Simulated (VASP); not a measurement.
# PtS2 (P1) in VASP: single point with PBE

Aim: the single point of PtS2 with PBE.

All numbers are computed with VASP 6.6.1; they aren't measurements. Logs are shortened: lines on timing, memory, paths and dates and some standing lists are left out, and cuts for length are marked.

## (1) The cell of the first run

The typed cell holds 3 atoms: a = 3.543 Å, b = 3.543 Å, c = 5.039 Å, α = 90.00°, β = 90.00°, γ = 120.00°.

## (2) Single point, PBE (one atom moved)

File INCAR:

```
PREC = Accurate
ENCUT = 520
EDIFF = 1E-6
ISMEAR = 0
SIGMA = 0.05
LREAL = F
LASPH = T
NELM = 100
ALGO = Normal
ISIF = 2
LWAVE = F
LCHARG = F
GGA = PE
NBANDS = 18
```

File KPOINTS:

```
regular mesh
0
Gamma
  12 12 8
```

File POSCAR:

```
PtS2
1.0
    3.5431994758      0.0000000000      0.0000000000
   -1.7715997379      3.0685007567      0.0000000000
    0.0000000000      0.0000000000      5.0388000000
Pt S
1 2
Direct
   -0.0252899574     -0.0431741787     -0.0137155672
    0.3333333333      0.6666666667      0.2500000000
    0.6666666667      0.3333333333      0.7500000000
```

Potentials or basis: VASP PAW PBE potentials, release 64 (Pt, S).

Run with:

```sh
> cat potpaw_PBE.64/Pt/POTCAR potpaw_PBE.64/S/POTCAR > POTCAR
> mpirun -np 1 vasp_std > vasp.out
```

OUTCAR:

```text
PREC = Accurate
   ENCUT = 520
   EDIFF = 1E-6
   ISMEAR = 0
   LREAL = F
   LASPH = T
   NELM = 100
   ISIF = 2
   GGA = PE

 ion  position               nearest neighbor table
   1  0.975  0.957  0.986-   3 2.25   2 2.38   2 2.40   3 2.42   3 2.44   2 2.55
   2  0.333  0.667  0.250-   1 2.38   1 2.40   1 2.55
   3  0.667  0.333  0.750-   1 2.25   1 2.42   1 2.44

  LATTYP: Found a hexagonal cell.
 ALAT       =     3.5431994758
 C/A-ratio  =     1.4221045229

  Lattice vectors:

 A1 = (   3.5431994758,   0.0000000000,   0.0000000000)
 A2 = (  -1.7715997379,   3.0685007567,   0.0000000000)
 A3 = (   0.0000000000,   0.0000000000,   5.0388000000)

Analysis of symmetry for initial positions (statically):
=====================================================================
 Subroutine PRICEL returns:
 Original cell was already a primitive cell.

 Routine SETGRP: Setting up the symmetry group for a
 hexagonal supercell.

 Subroutine GETGRP returns: Found  1 space group operations
 (whereof  1 operations were pure point group operations)
 out of a pool of 24 trial point group operations.

The static configuration has the point symmetry C_1 .

Analysis of symmetry for dynamics (positions and initial velocities):
=====================================================================
 Subroutine PRICEL returns:
 Original cell was already a primitive cell.

 Routine SETGRP: Setting up the symmetry group for a
 hexagonal supercell.

 Subroutine GETGRP returns: Found  1 space group operations
 (whereof  1 operations were pure point group operations)
 out of a pool of 24 trial point group operations.

The dynamic configuration has the point symmetry C_1 .

 Subroutine INISYM returns: Found  1 space group operations
 (whereof  1 operations are pure point group operations),
 and found     1 'primitive' translations

----------------------------------------------------------------------------------------

                                     Primitive cell

  volume of cell :      54.7834

  direct lattice vectors                    reciprocal lattice vectors
     3.543199476  0.000000000  0.000000000     0.282230794  0.162946025  0.000000000
    -1.771599738  3.068500757  0.000000000     0.000000000  0.325892049  0.000000000
     0.000000000  0.000000000  5.038800000     0.000000000  0.000000000  0.198459951

  length of vectors
     3.543199476  3.543199476  5.038800000     0.325892049  0.325892049  0.198459951

  position of ions in fractional coordinates (direct lattice)
     0.974710043  0.956825821  0.986284433
     0.333333333  0.666666667  0.250000000
     0.666666667  0.333333333  0.750000000

  ion indices of the primitive-cell ions
   primitive index   ion index
                 1           1
                 2           2
                 3           3

----------------------------------------------------------------------------------------

 KPOINTS: regular mesh

Automatic generation of k-mesh.
 Grid dimensions read from file:
 generate k-points for:   12   12    8

 Generating k-lattice:

  Cartesian coordinates                     Fractional coordinates (reciprocal lattice)
     0.023519233  0.013578835  0.000000000     0.083333333  0.000000000  0.000000000
     0.000000000  0.027157671  0.000000000     0.000000000  0.083333333  0.000000000
     0.000000000  0.000000000  0.024807494     0.000000000  0.000000000  0.125000000

  Length of vectors
     0.027157671  0.027157671  0.024807494

  Shift w.r.t. Gamma in fractional coordinates (k-lattice)
     0.000000000  0.000000000  0.000000000

 Subroutine IBZKPT returns following result:
 ===========================================

 Found    580 irreducible k-points:

 Following reciprocal coordinates:
            Coordinates               Weight
  0.000000  0.000000  0.000000      1.000000
  0.083333  0.000000  0.000000      2.000000
  0.000000  0.083333  0.000000      2.000000
 -0.083333  0.083333  0.000000      2.000000
  0.166667  0.000000  0.000000      2.000000
  0.000000  0.166667  0.000000      2.000000
[... 16 lines left out ...]
  0.166667  0.083333  0.000000      2.000000
 -0.083333  0.250000  0.000000      2.000000
 [... further k-points ...]
   k-points           NKPTS =    580   k-points in BZ     NKDIM =    580   number of bands    NBANDS=     18
   number of dos      NEDOS =    301   number of ions     NIONS =      3
   total plane-waves  NPLWV =  31360
   dimension x,y,z NGX =    28 NGY =   28 NGZ =   40
   dimension x,y,z NGXF=    56 NGYF=   56 NGZF=   80
   ions per type =               1   2
   NGX,Y,Z   is equivalent  to a cutoff of  13.14, 13.14, 13.20 a.u.
   NGXF,Y,Z  is equivalent  to a cutoff of  26.28, 26.28, 26.39 a.u.
 SYSTEM =  unknown system
   PREC   = accura    normal or accurate (medium, high low for compatibility)
   ISTART =      0    job   : 0-new  1-cont  2-samecut
   ICHARG =      2    charge: 1-file 2-atom 10-const
   ISPIN  =      1    spin polarized calculation?
   LNONCOLLINEAR =      F non collinear calculations
   LSORBIT =      F    spin-orbit coupling
   LASPH  =      T    aspherical Exc in radial PAW
   ENCUT  =  520.0 eV  38.22 Ry    6.18 a.u.   6.59  6.59  9.37*2*pi/ulx,y,z
   NELM   =    100;   NELMIN=  2; NELMDL= -5     # of ELM steps
   EDIFF  = 0.1E-05   stopping-criterion for ELM
   LREAL  =      F    real-space projection
   EDIFFG = 0.1E-04   stopping-criterion for IOM
   NSW    =      0    number of steps for IOM
   IBRION =     -1    ionic relax: 0-MD 1-quasi-New 2-CG
   NFREE  =      0    steps in history (QN), initial steepest desc. (CG)
   ISIF   =      2    stress and relaxation
   ISYM   =      2    0-nonsym 1-usesym 2-fastsym
   POTIM  = 0.5000    time-step for ionic-motion
   TEBEG  =    0.0;   TEEND  =   0.0 temperature during run
   PSTRESS=    0.0 pullay stress
   NELECT =      22.0000    total number of electrons
   NUPDOWN=      -1.0000    fix difference up-down
   EMIN   =  10.00;   EMAX   =-10.00  energy-range for DOS
   EFERMI =   0.00;   METHOD = LEGACY
   ISMEAR =     0;   SIGMA  =   0.05  broadening in eV -4-tet -1-fermi 0-gaus
   EFERMI_NEDOS =   21; number of points for ismear=-14 and -15
   IALGO  =     38    algorithm
   IMIX   =      4    mixing-type and parameters
     AMIX     =   0.40;   BMIX     =  1.00
     AMIX_MAG =   1.60;   BMIX_MAG =  1.00
  volume/ion in A,a.u.               =      18.26       123.23
  Fermi-wavevector in a.u.,A,eV,Ry     =   1.207812  2.282434 19.848319  1.458810
  Thomas-Fermi vector in A             =   2.343439
   LORBIT       =      0    0 simple, 1 ext, 2 COOP (PROOUT), +10 PAW based schemes
   GGA     = PE    functional components
   LHFCALC =     F    Hartree Fock is set to
   AEXX    =    0.0000 exact exchange contribution
   IVDW    =     0    specifies the selected vdW correction
   LEPSILON=     F    determine dielectric tensor
   LRPA    =     F    only Hartree local field effects (RPA)
 non-spin polarized calculation
 Gauss-broadening in eV      SIGMA  =   0.05
  energy-cutoff  :      520.00
  volume of cell :       54.78
 maximum number of plane-waves:      1507
   NGX = 13   NGY = 13   NGZ = 19

 number of electron      21.9999999 magnetization

 Free energy of the ion-electron system (eV)
  ---------------------------------------------------
  ext. energy  EPLUGINS =         0.00000000
  ---------------------------------------------------
  free energy    TOTEN  =       -15.17588669 eV

  energy without entropy =      -15.17588669  energy(sigma->0) =      -15.17588669

 E-fermi :   7.0382     XC(G=0): -10.6930

 val. band max:        6.8325745117   @ k =   0.0000   0.1667   0.2500
 cond. band min:       7.2920332522   @ k =   0.3333   0.3333   0.0000
 fundamental gap:      0.4594587404
 Fermi energy:         7.0381848518

 k-point     1 :       0.0000    0.0000    0.0000
  band No.  band energies     occupation
      1      -8.4225      2.00000
      2      -5.6131      2.00000
      3      -0.2281      2.00000
      4       0.3468      2.00000
      5       0.4243      2.00000
      6       2.8787      2.00000
[... 10 lines left out ...]
     17      14.9608      0.00000
     18      19.4231      0.00000

 k-point     2 :       0.0833    0.0000    0.0000
  band No.  band energies     occupation
      1      -8.3366      2.00000
      2      -5.6478      2.00000
      3      -0.1349      2.00000
      4       0.3600      2.00000
      5       0.5139      2.00000
      6       2.6894      2.00000
[... 10 lines left out ...]
     17      15.2327      0.00000
     18      18.1726      0.00000

 k-point     3 :       0.0000    0.0833    0.0000
  band No.  band energies     occupation
      1      -8.3358      2.00000
      2      -5.6496      2.00000
      3      -0.1320      2.00000
      4       0.4030      2.00000
      5       0.4817      2.00000
      6       2.7877      2.00000
[... 10 lines left out ...]
     17      15.1470      0.00000
     18      18.1897      0.00000

 k-point     4 :      -0.0833    0.0833    0.0000
  band No.  band energies     occupation
      1      -8.3366      2.00000
      2      -5.6476      2.00000
      3      -0.1342      2.00000
      4       0.3531      2.00000
      5       0.5209      2.00000
      6       2.6764      2.00000
[... 375 lines left out ...]
      4       0.4110      2.00000
      5       0.6511      2.00000
      6       2.4378      2.00000
[... 10 lines left out ...]
     17      15.7515      0.00000
     18      17.0376      0.00000

 k-point    23 :       0.1667    0.0833    0.0000
  band No.  band energies     occupation
      1      -7.8533      2.00000
      2      -5.8274      2.00000
      3       0.3590      2.00000
      4       0.5812      2.00000
      5       0.8709      2.00000
      6       2.0483      2.00000
[... 10 lines left out ...]
     17      15.9473      0.00000
     18      16.2618      0.00000

 k-point    24 :      -0.0833    0.2500    0.0000
  band No.  band energies     occupation
      1      -7.8504      2.00000
      2      -5.8312      2.00000
      3       0.3754      2.00000
      4       0.6283      2.00000
      5       0.8605      2.00000
      6       2.0203      2.00000
[... 10 lines left out ...]
     17      15.9444      0.00000
     18      16.2386      0.00000

 [... further k-points ...]

------------------------ aborting loop because EDIFF is reached ----------------------------------------

  FORCE on cell =-STRESS in cart. coord.  units (eV):
  Direction    XX          YY          ZZ          XY          YZ          ZX
  --------------------------------------------------------------------------------------
  -------------------------------------------------------------------------------------
  Total        1.0815552      1.9320551      0.4621650      0.0055038      0.5847230     -0.0343629
  in kB       31.6308104     56.5042523     13.5163258      0.1609609     17.1006179     -1.0049660
  external PRESSURE =      33.8837962 kB  Pullay stress =       0.0000000 kB

 VOLUME and BASIS-vectors are now :
 -----------------------------------------------------------------------------
  energy-cutoff  :      520.00
  volume of cell :       54.78
      direct lattice vectors                 reciprocal lattice vectors
     3.543199476  0.000000000  0.000000000     0.282230794  0.162946025  0.000000000
    -1.771599738  3.068500757  0.000000000     0.000000000  0.325892049  0.000000000
     0.000000000  0.000000000  5.038800000     0.000000000  0.000000000  0.198459951

 POSITION                                       TOTAL-FORCE (eV/Angst)
 -----------------------------------------------------------------------------------
      1.75848      2.93602      4.96969         0.203352      2.222692      1.267248
     -0.00000      2.04567      1.25970        -0.110397     -0.823922     -0.795705
      1.77160      1.02283      3.77910        -0.092955     -1.398770     -0.471543
 -----------------------------------------------------------------------------------
    total drift:                                0.000001      0.000066     -0.000048

  FREE ENERGIE OF THE ION-ELECTRON SYSTEM (eV)
  ---------------------------------------------------
  free  energy   TOTEN  =       -15.1758866931 eV

  energy  without entropy=      -15.1758866931  energy(sigma->0) =      -15.17588669
```

Wall time 11 min (1 thread of Oxide Virtual Turin-like, shared host); peak memory 0.57 GiB.

What came out:

| Quantity | Value |
| --- | --- |
| Free energy | -15.1759 eV |
| Pressure | 3.4 GPa |
| Largest force | 2.567 eV/Å |
| Band gap on the k mesh | 0.46 eV, indirect (least direct gap 0.77 eV) |

Forces on the atoms (eV/Å):
```
Pt   0.203  2.223  1.267
S   -0.110 -0.824 -0.796
S   -0.093 -1.399 -0.472
```

Caveat: the cell differs from its parent crystal (one atom moved); spin-orbit coupling is left out, which moves the levels of the heavy elements; forces of over 1 eV/Å act on the atoms, so gaps and moduli don't describe the material at rest.
